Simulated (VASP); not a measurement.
# F: single point with PBE

Crystal: F.

```
F
1.0
     2.75000   -1.64000    0.00000
     2.75000    1.64000    0.00000
    -1.53472    0.00000    7.11639
F
4
Direct
  0.96800 0.60200 0.09970
  0.39800 0.03200 0.40030
  0.03200 0.39800 0.90030
  0.60200 0.96800 0.59970
```

```yaml
Program: VASP 6.6.1
Task: single point
Functional: PBE
Potentials_or_basis: VASP PAW PBE potentials, release 64 (F)
Cutoff: 520 eV
k_mesh: 4 × 4 × 2
Occupations: gaussian, width 0.02 eV
Spin: no spin polarisation
```

The pressure is -4.0 GPa and the largest force is 1.665 eV/Å. The band gap on the k mesh is 1.92 eV.

Forces in eV/Å, atoms in the order of the input:
```
F   -0.114 -0.500 -1.584
F    0.114 -0.500  1.584
F    0.114  0.500  1.584
F   -0.114  0.500 -1.584
```

Stress tensor (GPa, compression positive):
```
  0.28   0.00  -0.60
  0.00  -0.90   0.00
 -0.60   0.00 -11.48
```

Levels at points of the mesh, in eV from the valence-band top:
```csv
k point,band 11,band 12,band 13,band 14,band 15,band 16,band 17,band 18
"(0.00, 0.00, 0.00)",-0.27,-0.18,-0.11,0.00,1.92,2.89,9.41,11.68
"(0.50, 0.00, 0.00)",-0.54,-0.53,-0.19,-0.14,2.52,2.52,13.92,14.15
"(0.50, 0.50, 0.00)",-0.70,-0.43,-0.40,-0.10,2.40,2.62,14.24,14.67
"(0.00, 0.00, 0.50)",-0.21,-0.21,-0.08,-0.08,2.41,2.41,10.20,10.20
"(0.50, 0.00, 0.50)",-0.65,-0.36,-0.30,0.00,2.33,2.65,14.21,14.29
"(0.50, 0.50, 0.50)",-0.58,-0.58,-0.28,-0.28,2.53,2.53,14.21,14.21
```

Run time: 8.2 s on 1 thread of Intel(R) Xeon(R) Platinum 8488C (Sapphire Rapids), on a shared host, peak memory 0.16 GiB.

Caveat: the k points lie up to 0.56 Å⁻¹ apart; forces of over 1 eV/Å act on the atoms, so gaps and moduli don't describe the material at rest. A k mesh can miss the band edges.
